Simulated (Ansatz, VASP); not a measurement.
## BP in VASP and in Ansatz

INCAR

```
PREC = Accurate
ENCUT = 520
EDIFF = 1E-6
ISMEAR = 0
SIGMA = 0.05
LREAL = F
LASPH = T
NELM = 100
ALGO = Normal
ISIF = 2
LWAVE = F
LCHARG = F
GGA = PE
NBANDS = 11
```

The input KPOINTS:

```
Automatic mesh
0
Gamma
  12 12 12
```

POSCAR

```
BP
1.0
    0.0000000000      2.3965759078      2.3021862707
    2.3021862707      0.0000000000      2.3021862707
    2.3021862707      2.3965759078      0.0000000000
B P
1 1
Direct
    0.0000000000      0.0000000000      0.0000000000
    0.7500000000      0.7500000000      0.7500000000
```

Input for Ansatz:

```yaml
crystal:
  lattice:
    - [0.0, 2.3965759078, 2.3021862707]
    - [2.3021862707, 0.0, 2.3021862707]
    - [2.3021862707, 2.3965759078, 0.0]
  atoms:
    - { symbol: B, position: [0.0, 0.0, 0.0] }
    - { symbol: P, position: [0.75, 0.75, 0.75] }
basis:
  ecutwfc: 520.0
kpoints:
  mp_grid: { grid: [12, 12, 12] }
hamiltonian:
  xc: pbe
scf:
  occupations: { method: gaussian, width: 0.05 }
output:
  forces: true
  stress: true
  eigenvalues: true
  write_density: true
  write_potential: true
  elf: true
  volumetric_format: npy
```

Alike in both runs: task single point; functional PBE; k mesh 12 × 12 × 12; occupations gaussian, width 0.05 eV; no spin polarisation.

```csv
,VASP,Ansatz
version,VASP 6.6.1,Ansatz 0.2.0
potentials or method,"VASP PAW PBE potentials, release 64 (B, P), cutoff 520 eV","scalar-relativistic, plane waves, PAW"
valence electrons in the cell,8,8
```

VASP gave:

* gap on the k mesh at the Fermi level (eV): 1.06
* least direct gap on the mesh (eV): 3.09
* pressure (GPa): -10.9
* traceless stress, the component that is largest in VASP (GPa): -7.00

Question: Which values does Ansatz return?

Answer: gap on the k mesh at the Fermi level (eV): 1.07; least direct gap on the mesh (eV): 3.09; pressure (GPa): -10.7; traceless stress, the component that is largest in VASP (GPa): -6.99.

With one functional, cell and mesh, what is left measures potentials, basis and numerics.
